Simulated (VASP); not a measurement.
# PtSe (P-6m2) in VASP: a series of runs

Runs on PtSe. Level: PBE. Tasks: single point.

Program: VASP 6.6.1. These are calculated values, not measurements. Logs are shortened: lines on timing, memory, paths and dates and some standing lists are left out, and cuts for length are marked.

## 1. The cell of the first run

It takes space group P-6m2 (No. 187, hexagonal). Conventional cell: a = 3.774 Å, b = 3.774 Å, c = 3.684 Å, α = 90.00°, β = 90.00°, γ = 120.00°. Pt (site symmetry -6m2) has 6 Se at 2.85 Å and 8 Pt at 3.68 to 3.77 Å within 3.8 Å. Se (site symmetry -6m2) has 6 Pt at 2.85 Å and 8 Se at 3.68 to 3.77 Å within 3.8 Å.

## 2. Single point, PBE

Input file INCAR:

```
SYSTEM = PtSe
PREC     = Accurate       ! precision mode
ENCUT    = 520            ! plane-wave cutoff, eV
EDIFF    = 1E-6           ! SCF threshold, eV
ISMEAR   = -1             ! smearing method
SIGMA    = 0.05           ! smearing width, eV
LREAL    = .False.        ! projectors in reciprocal space
LASPH    = .True.         ! aspherical terms in the spheres
NELM     = 100            ! most SCF steps
ALGO     = Normal         ! electronic algorithm
ISIF     = 2              ! what is computed and relaxed
LWAVE    = .False.        ! write WAVECAR
LCHARG   = .False.        ! write CHGCAR
GGA      = PE             ! functional
NBANDS   = 15             ! bands
```

Input file KPOINTS:

```
Automatic mesh
0
Gamma
  8 8 7
  0 0 0
```

Input file POSCAR:

```
PtSe
1.0
    3.7744744554      0.0000000000      0.0000000000
   -1.8872372226      3.2687907671      0.0000000000
    0.0000000000      0.0000000000      3.6837000592
Pt Se
1 1
Direct
    0.0000000000      0.0000000000      0.0000000000
    0.6666666667      0.3333333333      0.5000000000
```

Potentials or basis: VASP PAW PBE potentials, release 64 (Pt, Se).

Started as:

```bash
cat potpaw_PBE.64/Pt/POTCAR potpaw_PBE.64/Se/POTCAR > POTCAR
mpirun -np 1 vasp_std > vasp.out
```

OUTCAR:

```text
SYSTEM = PtSe
   PREC = Accurate
   ENCUT = 520
   EDIFF = 1E-6
   ISMEAR = -1
   LREAL = .False.
   LASPH = .True.
   NELM = 100
   ISIF = 2
   GGA = PE

 ion  position               nearest neighbor table
   1  0.000  0.000  0.000-   2 2.85   2 2.85   2 2.85   2 2.85   2 2.85   2 2.85
   2  0.667  0.333  0.500-   1 2.85   1 2.85   1 2.85   1 2.85   1 2.85   1 2.85

  LATTYP: Found a hexagonal cell.
 ALAT       =     3.7744744554
 C/A-ratio  =     0.9759504542

  Lattice vectors:

 A1 = (   3.7744744554,   0.0000000000,   0.0000000000)
 A2 = (  -1.8872372226,   3.2687907671,   0.0000000000)
 A3 = (   0.0000000000,   0.0000000000,   3.6837000592)

Analysis of symmetry for initial positions (statically):
=====================================================================
 Subroutine PRICEL returns:
 Original cell was already a primitive cell.

 Routine SETGRP: Setting up the symmetry group for a
 hexagonal supercell.

 Subroutine GETGRP returns: Found 12 space group operations
 (whereof 12 operations were pure point group operations)
 out of a pool of 24 trial point group operations.

The static configuration has the point symmetry D_3h.

Analysis of symmetry for dynamics (positions and initial velocities):
=====================================================================
 Subroutine PRICEL returns:
 Original cell was already a primitive cell.

 Routine SETGRP: Setting up the symmetry group for a
 hexagonal supercell.

 Subroutine GETGRP returns: Found 12 space group operations
 (whereof 12 operations were pure point group operations)
 out of a pool of 24 trial point group operations.

The dynamic configuration has the point symmetry D_3h.

 Subroutine INISYM returns: Found 12 space group operations
 (whereof 12 operations are pure point group operations),
 and found     1 'primitive' translations

----------------------------------------------------------------------------------------

                                     Primitive cell

  volume of cell :      45.4494

  direct lattice vectors                    reciprocal lattice vectors
     3.774474455  0.000000000  0.000000000     0.264937546  0.152961763  0.000000000
    -1.887237223  3.268790767  0.000000000     0.000000000  0.305923527  0.000000000
     0.000000000  0.000000000  3.683700059     0.000000000  0.000000000  0.271466185

  length of vectors
     3.774474455  3.774474455  3.683700059     0.305923527  0.305923527  0.271466185

  position of ions in fractional coordinates (direct lattice)
     0.000000000  0.000000000  0.000000000
     0.666666667  0.333333333  0.500000000

  ion indices of the primitive-cell ions
   primitive index   ion index
                 1           1
                 2           2

----------------------------------------------------------------------------------------

 KPOINTS: Automatic mesh

Automatic generation of k-mesh.
 Grid dimensions read from file:
 generate k-points for:    8    8    7

 Generating k-lattice:

  Cartesian coordinates                     Fractional coordinates (reciprocal lattice)
     0.033117193  0.019120220  0.000000000     0.125000000 -0.000000000  0.000000000
     0.000000000  0.038240441  0.000000000     0.000000000  0.125000000  0.000000000
     0.000000000  0.000000000  0.038780884     0.000000000  0.000000000  0.142857143

  Length of vectors
     0.038240441  0.038240441  0.038780884

  Shift w.r.t. Gamma in fractional coordinates (k-lattice)
     0.000000000  0.000000000  0.000000000

 Subroutine IBZKPT returns following result:
 ===========================================

 Found     40 irreducible k-points:

 Following reciprocal coordinates:
            Coordinates               Weight
  0.000000  0.000000  0.000000      1.000000
  0.125000 -0.000000  0.000000      6.000000
  0.250000 -0.000000  0.000000      6.000000
  0.375000  0.000000  0.000000      6.000000
  0.500000 -0.000000  0.000000      3.000000
  0.125000  0.125000  0.000000      6.000000
[... 16 lines left out ...]
  0.250000 -0.000000  0.285714     12.000000
  0.375000  0.000000  0.285714     12.000000
 [... further k-points ...]
   k-points           NKPTS =     40   k-points in BZ     NKDIM =     40   number of bands    NBANDS=     15
   number of dos      NEDOS =    301   number of ions     NIONS =      2
   total plane-waves  NPLWV =  21952
   dimension x,y,z NGX =    28 NGY =   28 NGZ =   28
   dimension x,y,z NGXF=    56 NGYF=   56 NGZF=   56
   ions per type =               1   1
   NGX,Y,Z   is equivalent  to a cutoff of  12.33, 12.33, 12.64 a.u.
   NGXF,Y,Z  is equivalent  to a cutoff of  24.67, 24.67, 25.27 a.u.
 SYSTEM =  PtSe
   PREC   = accura    normal or accurate (medium, high low for compatibility)
   ISTART =      0    job   : 0-new  1-cont  2-samecut
   ICHARG =      2    charge: 1-file 2-atom 10-const
   ISPIN  =      1    spin polarized calculation?
   LNONCOLLINEAR =      F non collinear calculations
   LSORBIT =      F    spin-orbit coupling
   LASPH  =      T    aspherical Exc in radial PAW
   ENCUT  =  520.0 eV  38.22 Ry    6.18 a.u.   7.02  7.02  6.85*2*pi/ulx,y,z
   NELM   =    100;   NELMIN=  2; NELMDL= -5     # of ELM steps
   EDIFF  = 0.1E-05   stopping-criterion for ELM
   LREAL  =      F    real-space projection
   EDIFFG = 0.1E-04   stopping-criterion for IOM
   NSW    =      0    number of steps for IOM
   IBRION =     -1    ionic relax: 0-MD 1-quasi-New 2-CG
   NFREE  =      0    steps in history (QN), initial steepest desc. (CG)
   ISIF   =      2    stress and relaxation
   ISYM   =      2    0-nonsym 1-usesym 2-fastsym
   POTIM  = 0.5000    time-step for ionic-motion
   TEBEG  =    0.0;   TEEND  =   0.0 temperature during run
   PSTRESS=    0.0 pullay stress
   NELECT =      16.0000    total number of electrons
   NUPDOWN=      -1.0000    fix difference up-down
   EMIN   =  10.00;   EMAX   =-10.00  energy-range for DOS
   EFERMI =   0.00;   METHOD = LEGACY
   ISMEAR =    -1;   SIGMA  =   0.05  broadening in eV -4-tet -1-fermi 0-gaus
   EFERMI_NEDOS =   21; number of points for ismear=-14 and -15
   IALGO  =     38    algorithm
   IMIX   =      4    mixing-type and parameters
     AMIX     =   0.40;   BMIX     =  1.00
     AMIX_MAG =   1.60;   BMIX_MAG =  1.00
  volume/ion in A,a.u.               =      22.72       153.35
  Fermi-wavevector in a.u.,A,eV,Ry     =   1.155950  2.184428 18.180367  1.336219
  Thomas-Fermi vector in A             =   2.292574
   LORBIT       =      0    0 simple, 1 ext, 2 COOP (PROOUT), +10 PAW based schemes
   GGA     = PE    functional components
   LHFCALC =     F    Hartree Fock is set to
   AEXX    =    0.0000 exact exchange contribution
   IVDW    =     0    specifies the selected vdW correction
   LEPSILON=     F    determine dielectric tensor
   LRPA    =     F    only Hartree local field effects (RPA)
 non-spin polarized calculation
  energy-cutoff  :      520.00
  volume of cell :       45.45
 maximum number of plane-waves:      1240
 NGX is ok and might be reduce to    28
   NGX = 13   NGY = 13   NGZ = 13

 number of electron      15.9999998 magnetization

 Free energy of the ion-electron system (eV)
  ---------------------------------------------------
  ext. energy  EPLUGINS =         0.00000000
  ---------------------------------------------------
  free energy    TOTEN  =        -8.77838090 eV

  energy without entropy =       -8.76751695  energy(sigma->0) =       -8.77294893

 E-fermi :   4.9867     XC(G=0): -10.4588

 val. band max:        4.9813500977   @ k =   0.1250  -0.0000   0.4286
 cond. band min:       5.0253712609   @ k =   0.2500  -0.0000   0.0000
 fundamental gap:      0.0440211632
 Fermi energy:         4.9867095801

 k-point     1 :       0.0000    0.0000    0.0000
  band No.  band energies     occupation
      1      -9.0719      2.00000
      2       1.7289      2.00000
      3       1.7289      2.00000
      4       1.9481      2.00000
      5       3.1277      2.00000
      6       3.1698      2.00000
      7       3.1698      2.00000
      8       4.7446      1.98435
      9       5.5501      0.00003
     10       5.5501      0.00003
     11      12.4481      0.00000
     12      12.7350      0.00000
     13      12.7350      0.00000
     14      17.4366      0.00000
     15      17.6738      0.00000

 k-point     2 :       0.1250   -0.0000    0.0000
  band No.  band energies     occupation
      1      -8.9615      2.00000
      2       1.2485      2.00000
      3       1.8225      2.00000
      4       2.0771      2.00000
      5       2.3791      2.00000
      6       3.1472      2.00000
      7       4.0694      2.00000
      8       4.1693      2.00000
      9       5.3111      0.00304
     10       6.3433      0.00000
     11      11.9211      0.00000
     12      13.1080      0.00000
     13      13.2651      0.00000
     14      16.2046      0.00000
     15      18.3667      0.00000

 k-point     3 :       0.2500   -0.0000    0.0000
  band No.  band energies     occupation
      1      -8.6733      2.00000
      2       0.2711      2.00000
      3       1.8144      2.00000
      4       2.0779      2.00000
      5       2.2573      2.00000
      6       3.0935      2.00000
      7       3.7258      2.00000
      8       4.7772      1.97016
      9       5.0254      0.63156
     10       7.1457      0.00000
     11      11.5596      0.00000
     12      13.3451      0.00000
     13      14.5984      0.00000
     14      14.7097      0.00000
     15      19.0674      0.00000
[... 343 lines left out ...]
 k-point    23 :       0.2500   -0.0000    0.2857
  band No.  band energies     occupation
      1      -8.3423      2.00000
      2      -0.0634      2.00000
      3       1.0272      2.00000
      4       1.6606      2.00000
      5       2.6074      2.00000
      6       3.0718      2.00000
      7       3.4787      2.00000
      8       4.5477      1.99969
      9       5.6031      0.00001
     10       8.6625      0.00000
     11      11.0189      0.00000
     12      13.7258      0.00000
     13      13.8101      0.00000
     14      14.7746      0.00000
     15      17.6116      0.00000

 k-point    24 :       0.3750    0.0000    0.2857
  band No.  band energies     occupation
      1      -8.1007      2.00000
      2      -0.2249      2.00000
      3       0.7977      2.00000
      4       1.4724      2.00000
      5       2.7594      2.00000
      6       3.4002      2.00000
      7       3.5137      2.00000
      8       4.4475      1.99996
      9       5.4895      0.00009
     10       7.7913      0.00000
     11      10.4969      0.00000
     12      13.4001      0.00000
     13      13.5174      0.00000
     14      15.8507      0.00000
     15      17.9642      0.00000

 [... further k-points ...]
[... 5 lines left out ...]
  --------------------------------------------------------------------------------------
  -------------------------------------------------------------------------------------
  Total       -3.5929293     -3.5929293     -5.1758322     -0.0000000      0.0000000      0.0000000
  in kB     -126.6576360   -126.6576362   -182.4579946     -0.0000002      0.0000000      0.0000000
  external PRESSURE =    -145.2577556 kB  Pullay stress =       0.0000000 kB

 VOLUME and BASIS-vectors are now :
 -----------------------------------------------------------------------------
  energy-cutoff  :      520.00
  volume of cell :       45.45
      direct lattice vectors                 reciprocal lattice vectors
     3.774474455  0.000000000  0.000000000     0.264937546  0.152961763  0.000000000
    -1.887237223  3.268790767  0.000000000     0.000000000  0.305923527  0.000000000
     0.000000000  0.000000000  3.683700059     0.000000000  0.000000000  0.271466185

 POSITION                                       TOTAL-FORCE (eV/Angst)
 -----------------------------------------------------------------------------------
      0.00000      0.00000      0.00000        -0.000000      0.000000      0.000000
      1.88724      1.08960      1.84185         0.000000      0.000000      0.000000
 -----------------------------------------------------------------------------------
    total drift:                               -0.000000      0.000000      0.000000

  FREE ENERGIE OF THE ION-ELECTRON SYSTEM (eV)
  ---------------------------------------------------
  free  energy   TOTEN  =        -8.7783808997 eV

  energy  without entropy=       -8.7675169534  energy(sigma->0) =       -8.77294893
```

Run time: 29 s. Hardware: 1 thread of Intel Xeon Platinum 8259CL at 2.50GHz (Skylake/Cascade Lake), shared host; peak memory 0.17 GiB.

What came out:

```yaml
Free_energy: -8.7784 eV
Pressure: -14.5 GPa
Band_gap_on_the_k_mesh: zero (band 8 reaches 5.61 eV, above the bottom of band 9 at 4.85 eV)
```

Stress tensor (GPa, compression positive):
```
-12.67   0.00   0.00
  0.00 -12.67   0.00
  0.00   0.00 -18.25
```

Caveat: spin-orbit coupling is left out, which moves the levels of the heavy elements.

## 3. Single point, PBE

This run uses another cell than the first one, of 19.76 Å³/atom, 0.869 times its volume.

Input file INCAR:

```
PREC = Accurate
ENCUT = 520
EDIFF = 1E-6
ISMEAR = -1
SIGMA = 0.05
LREAL = F
LASPH = T
NELM = 60
ALGO = Normal
ISIF = 2
LWAVE = F
LCHARG = F
GGA = PE
NBANDS = 15
```

Input file KPOINTS:

```
Automatic mesh
0
Gamma
  7 7 6
```

Input file POSCAR:

```
PtSe
1.0
    3.5537955168      0.0000000000      0.0000000000
   -1.7768977536      3.0776772000      0.0000000000
    0.0000000000      0.0000000000      3.6128420300
Pt Se
1 1
Direct
    0.0000000000      0.0000000000      0.0000000000
    0.6666666667      0.3333333333      0.5000000000
```

Potentials or basis: VASP PAW PBE potentials, release 64 (Pt, Se).

Started as:

```bash
cat potpaw_PBE.64/Pt/POTCAR potpaw_PBE.64/Se/POTCAR > POTCAR
mpirun -np 1 vasp_std > vasp.out
```

Wall time 7.7 s (1 thread of Intel Xeon 6975P-C (Granite Rapids), shared host); peak memory 0.16 GiB.

It converged, with:

```yaml
Free_energy: -9.1380 eV
Pressure: -5.7 GPa
Band_gap_on_the_k_mesh: zero (band 8 reaches 7.62 eV, above the bottom of band 9 at 6.70 eV)
```

Stress tensor (GPa, compression positive):
```
-4.14  0.00  0.00
 0.00 -4.14  0.00
 0.00  0.00 -8.97
```

Levels at points of the mesh, in eV from the Fermi level:
```csv
k point,band 5,band 6,band 7,band 8,band 9,band 10,band 11,band 12
"(0.00, 0.00, 0.00)",-2.52,-2.20,-2.20,0.23,0.78,0.78,7.33,8.12
"(0.00, 0.00, 0.50)",-2.75,-2.75,-1.89,0.66,0.66,5.37,5.96,11.46
```

Caveat: spin-orbit coupling is left out, which moves the levels of the heavy elements.
